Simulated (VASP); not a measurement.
Cu, 2 atoms in the cell. Symmetry: P6_3/mmc, No. 194, hexagonal system. Conventional cell: a = 2.545 Å, b = 2.545 Å, c = 4.151 Å, α = 90.00°, β = 90.00°, γ = 120.00°. Within 3.4 Å of Cu (site symmetry -6m2) lie 12 Cu at 2.54 to 2.55 Å. 

* Program: VASP 6.6.1
* Task: single point
* Functional: r2SCAN
* Potentials or basis: VASP PAW PBE potentials, release 64 (Cu)
* Cutoff: 520 eV
* k mesh: 18 × 18 × 10
* Occupations: gaussian, width 0.1 eV
* Spin: no spin polarisation
* Hubbard terms: Cu d U = 5.0 eV
* Dipole correction: no
* Further INCAR settings: ALGO = Normal; EDIFF = 1e-07; NBANDS = 18

Potentials or basis: VASP PAW PBE potentials, release 64 (Cu).

Command:

```console
$ cat potpaw_PBE.64/Cu/POTCAR > POTCAR
$ cp INCAR.step1 INCAR
$ mpirun -np 1 vasp_std > vasp.out
$ cp INCAR.step2 INCAR
$ mpirun -np 1 vasp_std > vasp.out
```

Hardware: 1 thread of Intel Xeon 6975P-C, on a shared host.

Q: Estimate the wall time of this run.

A: It took 3.9 min on 1 thread of Intel Xeon 6975P-C (shared host), peak memory 0.2 GiB. Counts: k points 222.
